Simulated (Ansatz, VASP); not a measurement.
# YTl: VASP beside Ansatz

```
Y Tl
1.0
     3.72582    0.00000    0.00000
     0.00000    3.72582    0.00000
     0.00000    0.00000    3.72582
Y Tl
1 1
Direct
  0.50000 0.50000 0.50000
  0.00000 0.00000 0.00000
```

Change from the starting cell: volume scaled by 0.98, PAW files.

Alike in both runs: task electric field gradients; functional LDA; k mesh 11 × 11 × 11; occupations fermi-dirac, width 0.08 eV; no spin polarisation.

|  | VASP | Ansatz |
| --- | --- | --- |
| version | VASP 6.6.1 | Ansatz 0.2.0 |
| potentials or method | VASP PAW LDA potentials, release 64 (Y_sv, Tl_d) | PAW with Ansatz's default frozen-core files, scalar-relativistic |
| plane-wave cutoff (eV) | 520 | 420 |
| valence electrons in the cell | 24 | 24 |

```tsv
	VASP	Ansatz	Ansatz less VASP
pressure (GPa)	-1.7	-1.8	-0.08
```

LDA's correlation is that of Perdew and Zunger in VASP and of Perdew and Wang (1992) in Ansatz.

Spin-orbit coupling is off throughout.
